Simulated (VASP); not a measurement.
# HfC (I4mm) in VASP: a series of runs, part 2 of 2

VASP 6.6.1. Earlier steps stand in the parts before.

## (5) Single point, PBEsol (shortest bond scaled by 0.58)

The input, INCAR:

```
PREC = Accurate
ENCUT = 520
EDIFF = 1E-6
ISMEAR = -1
SIGMA = 0.05
LREAL = False
LASPH = True
NELM = 100
ALGO = Normal
ISIF = 2
LWAVE = False
LCHARG = False
GGA = PS
NBANDS = 14
```

The input, KPOINTS:

```
regular mesh
0
Gamma
  11 11 11
```

The input, POSCAR:

```
HfC
1.0
    0.0000000000      2.3250000000      2.3250000000
    2.3250000000      0.0000000000      2.3250000000
    2.3250000000      2.3250000000      0.0000000000
Hf C
1 1
Direct
    0.3950000000      0.3950000000      0.6050000000
    0.1050000000      0.1050000000     -0.1050000000
```

Potentials or basis: VASP PAW PBE potentials, release 64 (Hf_pv, C).

The run is started by

```
cat potpaw_PBE.64/Hf_pv/POTCAR potpaw_PBE.64/C/POTCAR > POTCAR
mpirun -np 1 vasp_std > vasp.out
```

OUTCAR:

```text
PREC = Accurate
   ENCUT = 520
   EDIFF = 1E-6
   ISMEAR = -1
   LREAL = False
   LASPH = True
   NELM = 100
   ISIF = 2
   GGA = PS

 ion  position               nearest neighbor table
   1  0.395  0.395  0.605-   2 1.35   2 2.52   2 2.52   2 2.52   2 2.52
   2  0.105  0.105  0.895-   1 1.35   1 2.52   1 2.52   1 2.52   1 2.52

 -----------------------------------------------------------------------------
|                                                                             |
|           W    W    AA    RRRRR   N    N  II  N    N   GGGG   !!!           |
|           W    W   A  A   R    R  NN   N  II  NN   N  G    G  !!!           |
|           W    W  A    A  R    R  N N  N  II  N N  N  G       !!!           |
|           W WW W  AAAAAA  RRRRR   N  N N  II  N  N N  G  GGG   !            |
|           WW  WW  A    A  R   R   N   NN  II  N   NN  G    G                |
|           W    W  A    A  R    R  N    N  II  N    N   GGGG   !!!           |
|                                                                             |
|     The distance between some ions is very small. Please check the          |
|     nearest-neighbor list in the OUTCAR file.                               |
|     I HOPE YOU KNOW WHAT YOU ARE DOING!                                     |
|                                                                             |
 -----------------------------------------------------------------------------

  LATTYP: Found a face centered cubic cell.
 ALAT       =     4.6500000000

  Lattice vectors:

 A1 = (   0.0000000000,   2.3250000000,   2.3250000000)
 A2 = (   2.3250000000,   0.0000000000,   2.3250000000)
 A3 = (   2.3250000000,   2.3250000000,   0.0000000000)

Analysis of symmetry for initial positions (statically):
=====================================================================
 Subroutine PRICEL returns:
 Original cell was already a primitive cell.

 Routine SETGRP: Setting up the symmetry group for a
 face centered cubic supercell.

 Subroutine GETGRP returns: Found  8 space group operations
 (whereof  8 operations were pure point group operations)
 out of a pool of 48 trial point group operations.

The static configuration has the point symmetry C_4v.

Analysis of symmetry for dynamics (positions and initial velocities):
=====================================================================
 Subroutine PRICEL returns:
 Original cell was already a primitive cell.

 Routine SETGRP: Setting up the symmetry group for a
 face centered cubic supercell.

 Subroutine GETGRP returns: Found  8 space group operations
 (whereof  8 operations were pure point group operations)
 out of a pool of 48 trial point group operations.

The dynamic configuration has the point symmetry C_4v.

 Subroutine INISYM returns: Found  8 space group operations
 (whereof  8 operations are pure point group operations),
 and found     1 'primitive' translations

----------------------------------------------------------------------------------------

                                     Primitive cell

  volume of cell :      25.1362

  direct lattice vectors                    reciprocal lattice vectors
     0.000000000  2.325000000  2.325000000    -0.215053763  0.215053763  0.215053763
     2.325000000  0.000000000  2.325000000     0.215053763 -0.215053763  0.215053763
     2.325000000  2.325000000  0.000000000     0.215053763  0.215053763 -0.215053763

  length of vectors
     3.288046533  3.288046533  3.288046533     0.372484045  0.372484045  0.372484045

  position of ions in fractional coordinates (direct lattice)
     0.395000000  0.395000000  0.605000000
     0.105000000  0.105000000  0.895000000

[... 68 lines left out ...]
   ISTART =      0    job   : 0-new  1-cont  2-samecut
   ICHARG =      2    charge: 1-file 2-atom 10-const
   ISPIN  =      1    spin polarized calculation?
   LNONCOLLINEAR =      F non collinear calculations
   LSORBIT =      F    spin-orbit coupling
   LASPH  =      T    aspherical Exc in radial PAW
   ENCUT  =  520.0 eV  38.22 Ry    6.18 a.u.   6.11  6.11  6.11*2*pi/ulx,y,z
   NELM   =    100;   NELMIN=  2; NELMDL= -5     # of ELM steps
   EDIFF  = 0.1E-05   stopping-criterion for ELM
   LREAL  =      F    real-space projection
   EDIFFG = 0.1E-04   stopping-criterion for IOM
   NSW    =      0    number of steps for IOM
   IBRION =     -1    ionic relax: 0-MD 1-quasi-New 2-CG
   NFREE  =      0    steps in history (QN), initial steepest desc. (CG)
   ISIF   =      2    stress and relaxation
   ISYM   =      2    0-nonsym 1-usesym 2-fastsym
   POTIM  = 0.5000    time-step for ionic-motion
   TEBEG  =    0.0;   TEEND  =   0.0 temperature during run
   PSTRESS=    0.0 pullay stress
   NELECT =      14.0000    total number of electrons
   NUPDOWN=      -1.0000    fix difference up-down
   EMIN   =  10.00;   EMAX   =-10.00  energy-range for DOS
   EFERMI =   0.00;   METHOD = LEGACY
   ISMEAR =    -1;   SIGMA  =   0.05  broadening in eV -4-tet -1-fermi 0-gaus
   EFERMI_NEDOS =   21; number of points for ismear=-14 and -15
   IALGO  =     38    algorithm
   IMIX   =      4    mixing-type and parameters
     AMIX     =   0.40;   BMIX     =  1.00
     AMIX_MAG =   1.60;   BMIX_MAG =  1.00
  volume/ion in A,a.u.               =      12.57        84.81
  Fermi-wavevector in a.u.,A,eV,Ry     =   1.346949  2.545365 24.684672  1.814272
  Thomas-Fermi vector in A             =   2.474740
   LORBIT       =      0    0 simple, 1 ext, 2 COOP (PROOUT), +10 PAW based schemes
   GGA     = PS    functional components
   LHFCALC =     F    Hartree Fock is set to
   AEXX    =    0.0000 exact exchange contribution
   IVDW    =     0    specifies the selected vdW correction
   LEPSILON=     F    determine dielectric tensor
   LRPA    =     F    only Hartree local field effects (RPA)
 non-spin polarized calculation
  energy-cutoff  :      520.00
  volume of cell :       25.14
 maximum number of plane-waves:       690
   NGX = 13   NGY = 13   NGZ = 13

 number of electron      14.0000001 magnetization

 Free energy of the ion-electron system (eV)
  ---------------------------------------------------
  ext. energy  EPLUGINS =         0.00000000
  ---------------------------------------------------
  free energy    TOTEN  =        -8.63908224 eV

  energy without entropy =       -8.63525387  energy(sigma->0) =       -8.63716805

 E-fermi :   5.6888     XC(G=0): -12.0450

 val. band max:        5.6552200089   @ k =   0.3636   0.0909  -0.4545
 cond. band min:       5.7291094449   @ k =   0.0000   0.4545   0.3636
 fundamental gap:      0.0738894361
 Fermi energy:         5.6888071884

 k-point     1 :       0.0000    0.0000    0.0000
  band No.  band energies     occupation
      1     -26.6402      2.00000
      2     -23.6379      2.00000
      3     -23.6379      2.00000
      4      -5.4585      2.00000
      5       1.0665      2.00000
      6       1.0665      2.00000
      7       4.5001      2.00000
      8       7.3229      0.00000
      9       9.3626      0.00000
     10      10.6209      0.00000
     11      14.7692      0.00000
     12      14.7692      0.00000
     13      15.4796      0.00000
     14      18.9002      0.00000
[... 377 lines left out ...]
      1     -26.7782      2.00000
      2     -23.8163      2.00000
      3     -23.7220      2.00000
      4      -4.2647      2.00000
      5       0.8997      2.00000
      6       1.4208      2.00000
      7       3.8786      2.00000
      8       7.1678      0.00000
      9       8.9401      0.00000
     10      10.7860      0.00000
     11      15.0312      0.00000
     12      16.1568      0.00000
     13      18.6038      0.00000
     14      19.5169      0.00000

 [... further k-points ...]

------------------------ aborting loop because EDIFF is reached ----------------------------------------

  FORCE on cell =-STRESS in cart. coord.  units (eV):
  Direction    XX          YY          ZZ          XY          YZ          ZX
  --------------------------------------------------------------------------------------
  -------------------------------------------------------------------------------------
  Total       -1.2846037     -1.2846037     68.5437522      0.0000000      0.0000000      0.0000000
  in kB      -81.8805745    -81.8805745   4368.9753065      0.0000000      0.0000000      0.0000000
  external PRESSURE =    1401.7380525 kB  Pullay stress =       0.0000000 kB

 VOLUME and BASIS-vectors are now :
 -----------------------------------------------------------------------------
  energy-cutoff  :      520.00
  volume of cell :       25.14
      direct lattice vectors                 reciprocal lattice vectors
     0.000000000  2.325000000  2.325000000    -0.215053763  0.215053763  0.215053763
     2.325000000  0.000000000  2.325000000     0.215053763 -0.215053763  0.215053763
     2.325000000  2.325000000  0.000000000     0.215053763  0.215053763 -0.215053763

 POSITION                                       TOTAL-FORCE (eV/Angst)
 -----------------------------------------------------------------------------------
      2.32500      2.32500      1.83675         0.000000      0.000000     53.190465
      2.32500      2.32500      0.48825         0.000000      0.000000    -53.190465
 -----------------------------------------------------------------------------------
    total drift:                                0.000001      0.000001     -0.000120

  FREE ENERGIE OF THE ION-ELECTRON SYSTEM (eV)
  ---------------------------------------------------
  free  energy   TOTEN  =        -8.6390822353 eV

  energy  without entropy=       -8.6352538683  energy(sigma->0) =       -8.63716805
```

OSZICAR:

```text
N       E                     dE             d eps       ncg     rms          rms(c)
DAV:   1     0.416180328397E+02    0.41618E+02   -0.73719E+03  3560   0.947E+02
DAV:   2    -0.111319004314E+02   -0.52750E+02   -0.48902E+02  4490   0.215E+02
DAV:   3    -0.128561774095E+02   -0.17243E+01   -0.17190E+01  4260   0.297E+01
DAV:   4    -0.128658537947E+02   -0.96764E-02   -0.96748E-02  4340   0.267E+00
DAV:   5    -0.128659590624E+02   -0.10527E-03   -0.10526E-03  4332   0.228E-01    0.880E+01
DAV:   6    -0.869113593374E+01    0.41748E+01   -0.12543E+01  4074   0.235E+01    0.407E+01
DAV:   7    -0.864738014358E+01    0.43756E-01   -0.77221E-01  4370   0.610E+00    0.190E+01
DAV:   8    -0.864345677485E+01    0.39234E-02   -0.70106E-02  4146   0.206E+00    0.230E+00
DAV:   9    -0.863910873879E+01    0.43480E-02   -0.12650E-02  4284   0.901E-01    0.149E+00
DAV:  10    -0.863913349814E+01   -0.24759E-04   -0.70796E-04  4266   0.198E-01    0.792E-01
DAV:  11    -0.863908758173E+01    0.45916E-04   -0.34890E-04  4608   0.148E-01    0.167E-01
DAV:  12    -0.863908426445E+01    0.33173E-05   -0.26266E-05  4116   0.427E-02    0.332E-02
DAV:  13    -0.863908250374E+01    0.17607E-05   -0.44155E-06  4422   0.146E-02    0.159E-02
DAV:  14    -0.863908223532E+01    0.26842E-06   -0.52563E-07  2394   0.620E-03
   1 F= -.86390822E+01 E0= -.86371681E+01  d E =-.382837E-02
```

Wall time 54 s (1 thread of Intel Xeon 8259CL, shared host); peak memory 0.17 GiB.

What came out:

- Free energy: -8.6391 eV
- Pressure: 140.2 GPa
- Largest force: 53.190 eV/Å
- Band gap on the k mesh: zero (bands 7 and 8 overlap by 1.91 eV)

Forces on the atoms (eV/Å):
```
Hf    0.000   0.000  53.190
C     0.000   0.000 -53.190
```

Caveat: the cell differs from its parent crystal (shortest bond scaled by 0.58); atoms lie so close that the PAW spheres overlap strongly, which falsifies energies and pressures; the cell stands under pressure; the PAW data sets were made with another functional, which shifts forces and pressure a little; spin-orbit coupling is left out, which moves the levels of the heavy elements.

## (6) The runs side by side

| cell | gap on the mesh (eV) | pressure (GPa) | largest force (eV/Å) |
| --- | --- | --- | --- |
| as given, shortest bond scaled by 0.88 | none | 0.7 | 2.84 |
| as given, shortest bond scaled by 0.76 | none | 30.0 | 11.05 |
| as given, shortest bond scaled by 0.7 | none | 56.1 | 19.37 |
| as given, shortest bond scaled by 0.58 | none | 140.2 | 53.19 |

Some of these runs hold the atoms at other places in the same cell, which the table doesn't show; runs alike in all that it shows share one row.

Alike in all rows: task single point; level PBEsol; potentials or basis VASP PAW PBE potentials, release 64 (Hf_pv, C); no spin polarisation; k mesh 11 × 11 × 11; cutoff (eV) 520; smearing fermi-dirac 0.05 eV.

Caveats: the PAW data sets were made with another functional, which shifts forces and pressure a little; spin-orbit coupling is left out, which moves the levels of the heavy elements; the cell stands under pressure (at least some runs); atoms lie so close that the PAW spheres overlap strongly, which falsifies energies and pressures (at least some runs).

Total energies depend on the potentials used, so only differences within one code and one set of settings carry meaning.
